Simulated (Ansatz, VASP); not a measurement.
# Ti2O: VASP beside Ansatz

File POSCAR:

```
Ti2O
1.0
    2.9193980238      0.0000000000      0.0000000000
   -1.4596990119      2.5282728524      0.0000000000
    0.0000000000      0.0000000000      4.7130000000
Ti O
2 1
Direct
    0.6666666667      0.3333333333      0.2787400000
    0.3333333333      0.6666666667      0.7212600000
    0.0000000000      0.0000000000      0.0000000000
```

Contents of INCAR.step1:

```
SYSTEM = Ti2O
PREC = Accurate ; ENCUT = 660
ISMEAR = 0 ; SIGMA = 0.1
LREAL = .FALSE. ; LASPH = .TRUE.
NELM = 120 ; NBANDS = 22
GGA = PE ; ALGO = Normal
EDIFF = 1E-5 ; LWAVE = .TRUE.
LCHARG = .FALSE. ; GGA_COMPAT = .FALSE.
```

File INCAR.step2:

```
SYSTEM = Ti2O
PREC = Accurate ; ENCUT = 660
EDIFF = 1E-6 ; ISMEAR = 0
SIGMA = 0.1 ; LREAL = .FALSE.
LASPH = .TRUE. ; NELM = 120
ALGO = Normal ; ISIF = 2
LWAVE = .FALSE. ; LCHARG = .TRUE.
METAGGA = R2SCAN ; LMIXTAU = .TRUE.
LELF = .TRUE. ; LVHAR = .TRUE.
NBANDS = 22 ; ISTART = 1
GGA_COMPAT = .FALSE.
```

Contents of KPOINTS:

```
regular mesh
0
G
  6 6 4
  0 0 0
```

Input for Ansatz:

```yaml
crystal:
  lattice:
    - [2.9193980238, 0.0, 0.0]
    - [-1.4596990119, 2.5282728524, 0.0]
    - [0.0, 0.0, 4.713]
  atoms:
    - { symbol: Ti, position: [0.6666666667, 0.3333333333, 0.27874] }
    - { symbol: Ti, position: [0.3333333333, 0.6666666667, 0.72126] }
    - { symbol: O, position: [0.0, 0.0, 0.0] }
basis:
  ecutwfc: 500
kpoints:
  mp_grid: { grid: [6, 6, 4] }
hamiltonian:
  xc: r2scan
scf:
  occupations: { method: gaussian, width: 0.1 }
output:
  forces: true
  stress: true
  eigenvalues: true
```

Alike in both runs: task single point; functional r2SCAN; k mesh 6 × 6 × 4; occupations gaussian, width 0.1 eV; no spin polarisation.

|  | VASP | Ansatz |
| --- | --- | --- |
| version | VASP 6.6.1 | Ansatz 0.2.0 |
| potentials or method | VASP PAW PBE potentials, release 64 (Ti_sv, O), cutoff 660 eV | scalar-relativistic, plane waves, PAW |
| valence electrons in the cell | 30 | 30 |

|  | VASP | Ansatz | Ansatz less VASP |
| --- | --- | --- | --- |
| gap on the k mesh at the Fermi level (eV) | none | none | - |
| pressure (GPa) | 10.1 | 9.1 | -0.97 |
| traceless stress, the component that is largest in VASP (GPa) | 4.82 | 4.76 | -0.062 |
| rms of the force components (eV/Å) | 0.422 | 0.442 | +0.0195 |

VASP's potentials were made for PBE, not for r2SCAN. Atom by atom the forces differ by 0.020 eV/Å (rms over components). A gap of «none» marks a metal or a gap that the smearing closes.

The k mesh is coarse, so the values compare programs but aren't converged.
